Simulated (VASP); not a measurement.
Input of a VASP 6.6.1 run:

Contents of INCAR:

```
SYSTEM = In
PREC = Accurate
ENCUT = 520
EDIFF = 1E-7
ISMEAR = 0
SIGMA = 0.15
LREAL = .FALSE.
LASPH = .TRUE.
NELM = 80
ALGO = Fast
ISIF = 2
LWAVE = .FALSE.
LCHARG = .FALSE.
NBANDS = 12
```

Contents of KPOINTS:

```
regular mesh
0
G
  22 22 22
  0 0 0
```

File POSCAR:

```
In
1.0
   -1.6824905705      1.6824905705      2.3420268741
    1.6824905705     -1.6824905705      2.3420268741
    1.6824905705      1.6824905705     -2.3420268741
In
1
Direct
    0.0000000000      0.0000000000      0.0000000000
```

Potentials or basis: VASP PAW LDA potentials, release 64 (In_d).

Command:

```sh
$ cat potpaw_LDA.64/In_d/POTCAR > POTCAR
$ mpirun -np 1 vasp_std > vasp.out
```

What does it give for the pressure?

-3.0 GPa.

Estimate the band gap on the k mesh.

zero (an odd number of electrons rules out a gap without spin polarisation).

Stress tensor (GPa, compression positive):
```
-2.91  0.00  0.00
 0.00 -2.91  0.00
 0.00  0.00 -3.25
```

Caveat: the cell stands under tension; spin-orbit coupling is left out, which moves the levels of the heavy elements.
